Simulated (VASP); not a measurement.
Input of a VASP 6.6.1 run:

The input INCAR:

```
ALGO = Normal
EDIFF = 1E-6
EDIFFG = -0.005
ENCUT = 600
GGA = PE
IBRION = 2
ISIF = 3
ISMEAR = -1
LASPH = True
LCHARG = False
LREAL = False
LWAVE = False
NELM = 100
NSW = 60
PREC = Accurate
PSTRESS = 150.0
SIGMA = 0.05
```

The input KPOINTS:

```
k-points
0
Gamma
  14 14 14
```

Contents of POSCAR:

```
ZnSe
1.0
    0.0000000000      2.5519282316      2.5519282316
    2.5519282316      0.0000000000      2.5519282316
    2.5519282316      2.5519282316      0.0000000000
Zn Se
1 1
Direct
    0.0000000000      0.0000000000      0.0000000000
    0.5000000000      0.5000000000      0.5000000000
```

Potentials or basis: VASP PAW PBE potentials, release 64 (Zn, Se).

The run is started by

```bash
$ cat potpaw_PBE.64/Zn/POTCAR potpaw_PBE.64/Se/POTCAR > POTCAR
$ mpirun -np 1 vasp_std > vasp.out
```

**Question.** What does it give for the space group after relaxing (to 0.05 Å)?

**Answer.** Fm-3m (No. 225).

**Question.** What does it give for the relaxed volume?

**Answer.** 16.67 Å³/atom.

Final structure:
```xyz
2
Lattice="0.0000 2.5548 2.5548 2.5548 0.0000 2.5548 2.5548 2.5548 0.0000" Properties=species:S:1:pos:R:3 pbc="T T T"
Zn    0.0000    0.0000    0.0000
Se    2.5548    2.5548    2.5548
```

Caveat: the cell is relaxed towards a set pressure, so the enthalpy falls and the energy may rise.
